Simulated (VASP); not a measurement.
# CdI2 (P-3m1) in VASP: a series of runs, part 2 of 2

VASP 6.6.1. Earlier steps stand in the parts before.

**3. Single point, PBE**

Contents of INCAR:

```
PREC = Accurate
ENCUT = 500
EDIFF = 1E-6
ISMEAR = 0
SIGMA = 0.01
LREAL = False
LASPH = True
NELM = 120
ALGO = Normal
ISIF = 2
LWAVE = False
LCHARG = False
GGA = PE
NBANDS = 20
GGA_COMPAT = False
```

Contents of KPOINTS:

```
regular mesh
0
Gamma
  6 6 4
```

Contents of POSCAR:

```
CdI2
1.0
    4.2470087284      0.0000000000      0.0000000000
   -2.1235043642      3.6780174489      0.0000000000
    0.0000000000      0.0000000000      6.8950251473
Cd I
1 2
Direct
    0.0000000000      0.0000000000      0.0000000000
    0.3333333333      0.6666666667      0.2493934756
    0.6666666667      0.3333333333      0.7506065244
```

Potentials or basis: VASP PAW PBE potentials, release 64 (Cd, I).

Started as:

```sh
$ cat potpaw_PBE.64/Cd/POTCAR potpaw_PBE.64/I/POTCAR > POTCAR
$ mpirun -np 1 vasp_std > vasp.out
```

OUTCAR:

```text
PREC = Accurate
   ENCUT = 500
   EDIFF = 1E-6
   ISMEAR = 0
   LREAL = False
   LASPH = True
   NELM = 120
   ISIF = 2
   GGA = PE

 ion  position               nearest neighbor table
   1  0.000  0.000  0.000-   2 2.99   3 2.99   3 2.99   2 2.99   3 2.99   2 2.99
   2  0.333  0.667  0.249-   1 2.99   1 2.99   1 2.99
   3  0.667  0.333  0.751-   1 2.99   1 2.99   1 2.99

  LATTYP: Found a hexagonal cell.
 ALAT       =     4.2470087284
 C/A-ratio  =     1.6235015250

  Lattice vectors:

 A1 = (   4.2470087284,   0.0000000000,   0.0000000000)
 A2 = (  -2.1235043642,   3.6780174489,   0.0000000000)
 A3 = (   0.0000000000,   0.0000000000,   6.8950251473)

Analysis of symmetry for initial positions (statically):
=====================================================================
 Subroutine PRICEL returns:
 Original cell was already a primitive cell.

 Routine SETGRP: Setting up the symmetry group for a
 hexagonal supercell.

 Subroutine GETGRP returns: Found 12 space group operations
 (whereof 12 operations were pure point group operations)
 out of a pool of 24 trial point group operations.

The static configuration has the point symmetry D_3d.

Analysis of symmetry for dynamics (positions and initial velocities):
=====================================================================
 Subroutine PRICEL returns:
 Original cell was already a primitive cell.

 Routine SETGRP: Setting up the symmetry group for a
 hexagonal supercell.

 Subroutine GETGRP returns: Found 12 space group operations
 (whereof 12 operations were pure point group operations)
 out of a pool of 24 trial point group operations.

The dynamic configuration has the point symmetry D_3d.

 Subroutine INISYM returns: Found 12 space group operations
 (whereof 12 operations are pure point group operations),
 and found     1 'primitive' translations

----------------------------------------------------------------------------------------

                                     Primitive cell

  volume of cell :     107.7042

  direct lattice vectors                    reciprocal lattice vectors
     4.247008728  0.000000000  0.000000000     0.235459841  0.135942803  0.000000000
    -2.123504364  3.678017449  0.000000000     0.000000000  0.271885605  0.000000000
     0.000000000  0.000000000  6.895025147     0.000000000  0.000000000  0.145032103

  length of vectors
     4.247008728  4.247008728  6.895025147     0.271885605  0.271885605  0.145032103

  position of ions in fractional coordinates (direct lattice)
     0.000000000  0.000000000  0.000000000
     0.333333333  0.666666667  0.249393476
     0.666666667  0.333333333  0.750606524

  ion indices of the primitive-cell ions
   primitive index   ion index
                 1           1
                 2           2
                 3           3

----------------------------------------------------------------------------------------

 KPOINTS: regular mesh

Automatic generation of k-mesh.
 Grid dimensions read from file:
 generate k-points for:    6    6    4

 Generating k-lattice:

  Cartesian coordinates                     Fractional coordinates (reciprocal lattice)
     0.039243307  0.022657134  0.000000000     0.166666667  0.000000000  0.000000000
     0.000000000  0.045314268  0.000000000     0.000000000  0.166666667  0.000000000
     0.000000000  0.000000000  0.036258026     0.000000000  0.000000000  0.250000000

  Length of vectors
     0.045314268  0.045314268  0.036258026

  Shift w.r.t. Gamma in fractional coordinates (k-lattice)
     0.000000000  0.000000000  0.000000000

 Subroutine IBZKPT returns following result:
 ===========================================

 Found     24 irreducible k-points:

 Following reciprocal coordinates:
            Coordinates               Weight
  0.000000  0.000000  0.000000      1.000000
  0.166667 -0.000000  0.000000      6.000000
  0.333333  0.000000  0.000000      6.000000
  0.500000  0.000000  0.000000      3.000000
  0.166667  0.166667  0.000000      6.000000
  0.333333  0.166667  0.000000     12.000000
[... 16 lines left out ...]
  0.333333  0.166667  0.500000     12.000000
  0.333333  0.333333  0.500000      2.000000
   k-points           NKPTS =     24   k-points in BZ     NKDIM =     24   number of bands    NBANDS=     20
   number of dos      NEDOS =    301   number of ions     NIONS =      3
   total plane-waves  NPLWV =  51200
   dimension x,y,z NGX =    32 NGY =   32 NGZ =   50
   dimension x,y,z NGXF=    64 NGYF=   64 NGZF=  100
   ions per type =               1   2
   NGX,Y,Z   is equivalent  to a cutoff of  12.53, 12.53, 12.06 a.u.
   NGXF,Y,Z  is equivalent  to a cutoff of  25.05, 25.05, 24.11 a.u.
 SYSTEM =  unknown system
   PREC   = accura    normal or accurate (medium, high low for compatibility)
   ISTART =      0    job   : 0-new  1-cont  2-samecut
   ICHARG =      2    charge: 1-file 2-atom 10-const
   ISPIN  =      1    spin polarized calculation?
   LNONCOLLINEAR =      F non collinear calculations
   LSORBIT =      F    spin-orbit coupling
   LASPH  =      T    aspherical Exc in radial PAW
   ENCUT  =  500.0 eV  36.75 Ry    6.06 a.u.   7.74  7.74 12.57*2*pi/ulx,y,z
   NELM   =    120;   NELMIN=  2; NELMDL= -5     # of ELM steps
   EDIFF  = 0.1E-05   stopping-criterion for ELM
   LREAL  =      F    real-space projection
   EDIFFG = 0.1E-04   stopping-criterion for IOM
   NSW    =      0    number of steps for IOM
   IBRION =     -1    ionic relax: 0-MD 1-quasi-New 2-CG
   NFREE  =      0    steps in history (QN), initial steepest desc. (CG)
   ISIF   =      2    stress and relaxation
   ISYM   =      2    0-nonsym 1-usesym 2-fastsym
   POTIM  = 0.5000    time-step for ionic-motion
   TEBEG  =    0.0;   TEEND  =   0.0 temperature during run
   PSTRESS=    0.0 pullay stress
   NELECT =      26.0000    total number of electrons
   NUPDOWN=      -1.0000    fix difference up-down
   EMIN   =  10.00;   EMAX   =-10.00  energy-range for DOS
   EFERMI =   0.00;   METHOD = LEGACY
   ISMEAR =     0;   SIGMA  =   0.01  broadening in eV -4-tet -1-fermi 0-gaus
   EFERMI_NEDOS =   21; number of points for ismear=-14 and -15
   IALGO  =     38    algorithm
   IMIX   =      4    mixing-type and parameters
     AMIX     =   0.40;   BMIX     =  1.00
     AMIX_MAG =   1.60;   BMIX_MAG =  1.00
  volume/ion in A,a.u.               =      35.90       242.27
  Fermi-wavevector in a.u.,A,eV,Ry     =   1.019346  1.926285 14.137359  1.039067
  Thomas-Fermi vector in A             =   2.152855
   LORBIT       =      0    0 simple, 1 ext, 2 COOP (PROOUT), +10 PAW based schemes
   GGA     = PE    functional components
   LHFCALC =     F    Hartree Fock is set to
   AEXX    =    0.0000 exact exchange contribution
   IVDW    =     0    specifies the selected vdW correction
   LEPSILON=     F    determine dielectric tensor
   LRPA    =     F    only Hartree local field effects (RPA)
 non-spin polarized calculation
 Gauss-broadening in eV      SIGMA  =   0.01
  energy-cutoff  :      500.00
  volume of cell :      107.70
 maximum number of plane-waves:      2786
 NGX is ok and might be reduce to    32
   NGX = 15   NGY = 15   NGZ = 25

 number of electron      25.9999997 magnetization

 Free energy of the ion-electron system (eV)
  ---------------------------------------------------
  ext. energy  EPLUGINS =         0.00000000
  ---------------------------------------------------
  free energy    TOTEN  =        -5.49323999 eV

  energy without entropy =       -5.49323999  energy(sigma->0) =       -5.49323999

 E-fermi :   2.0006     XC(G=0):  -8.5412

 val. band max:        1.9559313829   @ k =   0.0000   0.0000   0.5000
 cond. band min:       4.3250855257   @ k =   0.5000   0.0000   0.5000
 fundamental gap:      2.3691541428
 Fermi energy:         2.0006101298

 k-point     1 :       0.0000    0.0000    0.0000
  band No.  band energies     occupation
      1     -10.1348      2.00000
      2      -9.4430      2.00000
      3      -5.6208      2.00000
      4      -5.6208      2.00000
      5      -5.5062      2.00000
      6      -5.4251      2.00000
[... 12 lines left out ...]
     19      11.0093      0.00000
     20      11.1225      0.00000
[... 507 lines left out ...]
 k-point    24 :       0.3333    0.3333    0.5000
  band No.  band energies     occupation
      1      -9.4095      2.00000
      2      -9.4095      2.00000
      3      -5.4572      2.00000
      4      -5.4572      2.00000
      5      -5.3968      2.00000
      6      -5.3805      2.00000
[... 12 lines left out ...]
     19      10.9717      0.00000
     20      10.9717      0.00000

------------------------ aborting loop because EDIFF is reached ----------------------------------------

  FORCE on cell =-STRESS in cart. coord.  units (eV):
  Direction    XX          YY          ZZ          XY          YZ          ZX
  --------------------------------------------------------------------------------------
  -------------------------------------------------------------------------------------
  Total        1.1714625      1.1714625      1.0979750      0.0000000      0.0000000      0.0000000
  in kB       17.4263400     17.4263400     16.3331608      0.0000000      0.0000000      0.0000000
  external PRESSURE =      17.0619470 kB  Pullay stress =       0.0000000 kB

 VOLUME and BASIS-vectors are now :
 -----------------------------------------------------------------------------
  energy-cutoff  :      500.00
  volume of cell :      107.70
      direct lattice vectors                 reciprocal lattice vectors
     4.247008728  0.000000000  0.000000000     0.235459841  0.135942803  0.000000000
    -2.123504364  3.678017449  0.000000000     0.000000000  0.271885605  0.000000000
     0.000000000  0.000000000  6.895025147     0.000000000  0.000000000  0.145032103

 POSITION                                       TOTAL-FORCE (eV/Angst)
 -----------------------------------------------------------------------------------
      0.00000      0.00000      0.00000         0.000000      0.000000      0.000000
     -0.00000      2.45201      1.71957        -0.000000     -0.000000      0.089858
      2.12350      1.22601      5.17545         0.000000      0.000000     -0.089858
 -----------------------------------------------------------------------------------
    total drift:                                0.000000     -0.000000      0.000000

  FREE ENERGIE OF THE ION-ELECTRON SYSTEM (eV)
  ---------------------------------------------------
  free  energy   TOTEN  =        -5.4932399911 eV

  energy  without entropy=       -5.4932399911  energy(sigma->0) =       -5.49323999
```

OSZICAR:

```text
N       E                     dE             d eps       ncg     rms          rms(c)
DAV:   1     0.156686999018E+03    0.15669E+03   -0.11369E+04   960   0.108E+03
DAV:   2     0.344582461917E+01   -0.15324E+03   -0.14747E+03  1144   0.243E+02
DAV:   3    -0.567946276149E+01   -0.91253E+01   -0.90951E+01  1140   0.594E+01
DAV:   4    -0.582593554447E+01   -0.14647E+00   -0.14645E+00  1308   0.728E+00
DAV:   5    -0.582721956580E+01   -0.12840E-02   -0.12840E-02  1172   0.682E-01    0.626E+00
DAV:   6    -0.551840866175E+01    0.30881E+00   -0.56134E-01  1028   0.752E+00    0.524E+00
DAV:   7    -0.549332677001E+01    0.25082E-01   -0.19189E-01  1084   0.267E+00    0.214E+00
DAV:   8    -0.549329827249E+01    0.28498E-04   -0.24492E-02  1076   0.167E+00    0.412E-01
DAV:   9    -0.549320684615E+01    0.91426E-04   -0.25020E-03  1108   0.523E-01    0.133E-01
DAV:  10    -0.549323044809E+01   -0.23602E-04   -0.29873E-04  1100   0.169E-01    0.374E-02
DAV:  11    -0.549323924356E+01   -0.87955E-05   -0.32550E-05  1104   0.476E-02    0.195E-02
DAV:  12    -0.549323999115E+01   -0.74758E-06   -0.34725E-06  1104   0.186E-02
   1 F= -.54932400E+01 E0= -.54932400E+01  d E =-.640865E-12
```

stdout:

```text
POSCAR found type information on POSCAR CdI
 POSCAR found :  2 types and       3 ions
 scaLAPACK will be used
 LDA part: xc-table for (Slater+PW92), standard interpolation
 POSCAR, INCAR and KPOINTS ok, starting setup
 FFT: planning ... GRIDC
 FFT: planning ... GRID_SOFT
 FFT: planning ... GRID
 WAVECAR not read
 entering main loop
```

It took 55 s on 1 thread of AMD EPYC 7R13, shared host; peak memory 0.2 GiB.

Results:

```
Free energy            : -5.4932 eV
Pressure               : 1.7 GPa
Largest force          : 0.090 eV/Å
Band gap on the k mesh : 2.37 eV, indirect (least direct gap 2.61 eV)
```

Forces on the atoms (eV/Å):
```
Cd   0.000  0.000  0.000
I    0.000  0.000  0.090
I    0.000  0.000 -0.090
```

Stress tensor (GPa, compression positive):
```
1.74 0.00 0.00
0.00 1.74 0.00
0.00 0.00 1.63
```

Caveat: spin-orbit coupling is left out, which moves the levels of the heavy elements; this functional lacks dispersion, which binds the layers, so the pressure and a relaxed spacing across them are unreliable. A k mesh can miss the band edges.
